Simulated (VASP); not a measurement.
# C (Fd-3m) in VASP: further runs, part 2 of 2

VASP 6.6.1. Earlier steps stand in the parts before.

## (5) Single point, RPBE

This run uses another cell than the first one, of 5.56 Å³/atom, 0.942 times its volume.

File INCAR:

```
SYSTEM = C
PREC = Accurate
ENCUT = 520
EDIFF = 1E-7
ISMEAR = -1
SIGMA = 0.05
LREAL = .False.
LASPH = .True.
NELM = 100
ALGO = Normal
ISIF = 2
LWAVE = .False.
LCHARG = .False.
GGA = RP
NBANDS = 11
```

File KPOINTS:

```
Automatic mesh
0
Gamma
  13 13 13
  0 0 0
```

File POSCAR:

```
C
1.0
    0.0000000000      1.7714007132      1.7714007132
    1.7714007132      0.0000000000      1.7714007132
    1.7714007132      1.7714007132      0.0000000000
C
2
Direct
    0.7500000000      0.7500000000      0.7500000000
    0.5000000000      0.5000000000      0.5000000000
```

Potentials or basis: VASP PAW PBE potentials, release 64 (C).

Run with:

```console
$ cat potpaw_PBE.64/C/POTCAR > POTCAR
$ mpirun -np 1 vasp_std > vasp.out
```

OUTCAR:

```text
SYSTEM = C
   PREC = Accurate
   ENCUT = 520
   EDIFF = 1E-7
   ISMEAR = -1
   LREAL = .False.
   LASPH = .True.
   NELM = 100
   ISIF = 2
   GGA = RP

 ion  position               nearest neighbor table
   1  0.750  0.750  0.750-   2 1.53   2 1.53   2 1.53   2 1.53
   2  0.500  0.500  0.500-   1 1.53   1 1.53   1 1.53   1 1.53

  LATTYP: Found a face centered cubic cell.
 ALAT       =     3.5428014264

  Lattice vectors:

 A1 = (   0.0000000000,   1.7714007132,   1.7714007132)
 A2 = (   1.7714007132,   0.0000000000,   1.7714007132)
 A3 = (   1.7714007132,   1.7714007132,   0.0000000000)

Analysis of symmetry for initial positions (statically):
=====================================================================
 Subroutine PRICEL returns:
 Original cell was already a primitive cell.

 Routine SETGRP: Setting up the symmetry group for a
 face centered cubic supercell.

 Subroutine GETGRP returns: Found 48 space group operations
 (whereof 24 operations were pure point group operations)
 out of a pool of 48 trial point group operations.

The static configuration has the point symmetry T_d .
 The point group associated with its full space group is O_h .

Analysis of symmetry for dynamics (positions and initial velocities):
[... 164 lines left out ...]
 Fermi energy:        11.1817108387

 k-point     1 :       0.0000    0.0000    0.0000
  band No.  band energies     occupation
      1     -11.6837      2.00000
      2      10.1458      2.00000
      3      10.1458      2.00000
      4      10.1458      2.00000
      5      15.7940      0.00000
      6      15.7940      0.00000
      7      15.7940      0.00000
      8      23.8872      0.00000
      9      29.8124      0.00000
     10      36.8002      0.00000
     11      36.8002      0.00000
[... 309 lines left out ...]
 k-point    24 :       0.4615    0.1538    0.0000
  band No.  band energies     occupation
      1      -6.5913      2.00000
      2      -1.3003      2.00000
      3       5.6250      2.00000
      4       6.1537      2.00000
      5      17.3103      0.00000
      6      20.8935      0.00000
      7      21.2812      0.00000
      8      24.3163      0.00000
      9      31.1243      0.00000
     10      33.9062      0.00000
     11      37.5436      0.00000

 [... further k-points ...]
[... 5 lines left out ...]
  --------------------------------------------------------------------------------------
  -------------------------------------------------------------------------------------
  Total        1.2446345      1.2446345      1.2446345      0.0000000      0.0000000     -0.0000000
  in kB      179.3791560    179.3791560    179.3791560      0.0000000      0.0000000     -0.0000000
  external PRESSURE =     179.3791560 kB  Pullay stress =       0.0000000 kB

 VOLUME and BASIS-vectors are now :
 -----------------------------------------------------------------------------
  energy-cutoff  :      520.00
  volume of cell :       11.12
      direct lattice vectors                 reciprocal lattice vectors
     0.000000000  1.771400713  1.771400713    -0.282262503  0.282262503  0.282262503
     1.771400713  0.000000000  1.771400713     0.282262503 -0.282262503  0.282262503
     1.771400713  1.771400713  0.000000000     0.282262503  0.282262503 -0.282262503

 POSITION                                       TOTAL-FORCE (eV/Angst)
 -----------------------------------------------------------------------------------
      2.65710      2.65710      2.65710         0.000000      0.000000      0.000000
      1.77140      1.77140      1.77140        -0.000000     -0.000000     -0.000000
 -----------------------------------------------------------------------------------
    total drift:                                0.000000     -0.000000      0.000000

  FREE ENERGIE OF THE ION-ELECTRON SYSTEM (eV)
  ---------------------------------------------------
  free  energy   TOTEN  =       -17.2095648287 eV

  energy  without entropy=      -17.2095648287  energy(sigma->0) =      -17.20956483
```

stdout:

```text
POSCAR found type information on POSCAR C
 POSCAR found :  1 types and       2 ions
 scaLAPACK will be used
 -----------------------------------------------------------------------------
|                                                                             |
|                                                                             |
|     You enforced a specific xc type in the INCAR file but a different       |
|     I HOPE YOU KNOW WHAT YOU ARE DOING!                                     |
|                                                                             |
 -----------------------------------------------------------------------------

 LDA part: xc-table for (Slater+PW92), standard interpolation
 POSCAR, INCAR and KPOINTS ok, starting setup
 FFT: planning ... GRIDC
 FFT: planning ... GRID_SOFT
 FFT: planning ... GRID
 WAVECAR not read
 entering main loop
```

Wall time 8.1 s (1 thread of Intel Xeon Platinum 8259CL at 2.50GHz (Skylake/Cascade Lake), shared host); peak memory 0.12 GiB.

Results:

```
Free energy            : -17.2096 eV
Pressure               : 17.9 GPa
Band gap on the k mesh : 4.18 eV, indirect (least direct gap 5.65 eV)
```

Levels at points of the mesh, in eV from the valence-band top:
```
           k point  band 1  band 2  band 3  band 4  band 5  band 6  band 7  band 8
(0.00, 0.00, 0.00)  -21.83    0.00    0.00    0.00    5.65    5.65    5.65   13.74
```

Caveat: the PAW data sets were made with another functional, which shifts forces and pressure a little. RPBE gaps usually lie below the measured ones, often by a third to a half.

## (6) Single point, RPBE

This run uses another cell than the first one, of 5.67 Å³/atom, 0.962 times its volume.

File INCAR:

```
  ALGO = Normal
  EDIFF = 1E-7
  ENCUT = 520
  GGA = RP
  ISIF = 2
  ISMEAR = -1
  LASPH = T
  LCHARG = F
  LREAL = F
  LWAVE = F
  NBANDS = 11
  NELM = 60
  PREC = Accurate
  SIGMA = 0.05
```

File KPOINTS:

```
k-points
0
Gamma
  13 13 13
```

File POSCAR:

```
C
1.0
    0.0000000000      1.7833700000      1.7833700000
    1.7833700000      0.0000000000      1.7833700000
    1.7833700000      1.7833700000      0.0000000000
C
2
Direct
    0.7500000000      0.7500000000      0.7500000000
    0.5000000000      0.5000000000      0.5000000000
```

Potentials or basis: VASP PAW PBE potentials, release 64 (C).

Run with:

```console
$ cat potpaw_PBE.64/C/POTCAR > POTCAR
$ mpirun -np 1 vasp_std > vasp.out
```

Run time: 8.9 s. Hardware: 1 thread of Intel Xeon Platinum 8259CL at 2.50GHz (Skylake/Cascade Lake), shared host; peak memory 0.12 GiB.

Results (log left out):

| Property | Result |
| --- | --- |
| Free energy | -17.2286 eV |
| Pressure | 8.5 GPa |
| Band gap on the k mesh | 4.14 eV, indirect (least direct gap 5.59 eV) |

Levels at points of the mesh, in eV from the valence-band top:
```tsv
k point	band 2	band 3	band 4	band 5	band 6	band 7
(0.00, 0.00, 0.00)	0.00	0.00	0.00	5.59	5.59	5.59
```

Caveat: the PAW data sets were made with another functional, which shifts forces and pressure a little. RPBE gaps usually lie below the measured ones, often by a third to a half.

## (7) The runs side by side

| level | cell | k mesh | gap on the mesh (eV) | pressure (GPa) |
| --- | --- | --- | --- | --- |
| r2SCAN | a = 2.555 Å, angles 60.0°, 2 atoms | 13 × 13 × 13 | 4.25 | -17.6 |
| r2SCAN | a = 2.572 Å, angles 60.0°, 2 atoms | 13 × 13 × 13 | 4.21 | -24.6 |
| PBE | a = 2.522 Å, angles 60.0°, 2 atoms | 17 × 17 × 17 | 4.13 | 2.5 |
| RPBE | a = 2.505 Å, angles 60.0°, 2 atoms | 13 × 13 × 13 | 4.18 | 17.9 |
| RPBE | a = 2.522 Å, angles 60.0°, 2 atoms | 13 × 13 × 13 | 4.14 | 8.5 |

Alike in all rows: task single point; potentials or basis VASP PAW PBE potentials, release 64 (C); no spin polarisation; cutoff (eV) 520; smearing fermi-dirac 0.05 eV.

Caveats: the PAW data sets were made with another functional, which shifts forces and pressure a little (some runs).

Total energies depend on the potentials used, so only differences within one code and one set of settings carry meaning.
